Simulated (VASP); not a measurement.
**ScAl3: single point with PBE**

The system is ScAl3.

```
Sc Al
1.0
     3.94112    0.00000    0.00000
     0.00000    3.94112    0.00000
     0.00000    0.00000    4.10533
Sc Al
1 3
Direct
  0.00000 0.00000 0.00000
  0.50000 0.00000 0.50000
  0.00000 0.50000 0.50000
  0.50000 0.50000 0.00000
```

This cell differs from its parent crystal: strain -0.040 along x and y, +0.000 along z.

- Program: VASP 6.6.1
- Task: single point
- Functional: PBE
- Potentials or basis: VASP PAW PBE potentials, release 64 (Sc_sv, Al)
- Cutoff: 520 eV
- k mesh: 12 × 12 × 12
- Occupations: gaussian, width 0.15 eV
- Spin: no spin polarisation

The pressure is 8.5 GPa. The band gap on the k mesh is zero (band 10 reaches 9.17 eV, above the bottom of band 11 at 4.96 eV).

Stress tensor (GPa, compression positive):
```
10.95  0.00  0.00
 0.00 10.95  0.00
 0.00  0.00  3.75
```

Levels at points of the mesh, in eV from the Fermi level:
```
           k point  band 7  band 8  band 9  band 10  band 11  band 12  band 13  band 14
(0.00, 0.00, 0.00)   -2.50   -2.23   -1.64    -1.64     1.25     1.30     1.30     1.44
(0.50, 0.00, 0.00)   -2.10   -1.67   -1.65     0.78     0.87     1.30     1.67     1.72
(0.50, 0.50, 0.00)   -5.60   -4.54   -0.77    -0.77     0.97     1.11     2.37     2.85
(0.00, 0.00, 0.50)   -1.71   -1.71   -1.54     1.26     1.26     1.38     1.44     1.75
(0.50, 0.00, 0.50)   -5.75   -4.53   -0.55    -0.42     1.36     1.62     2.09     2.70
(0.50, 0.50, 0.50)   -4.90   -4.73   -3.15    -2.95    -2.95     1.11     2.71     2.93
```

Wall time 2.4 min on 1 thread of Intel(R) Xeon(R) Platinum 8488C (Sapphire Rapids) (shared host), peak memory 0.33 GiB.

Caveat: the cell differs from its parent crystal (strain -0.040 along x and y, +0.000 along z).
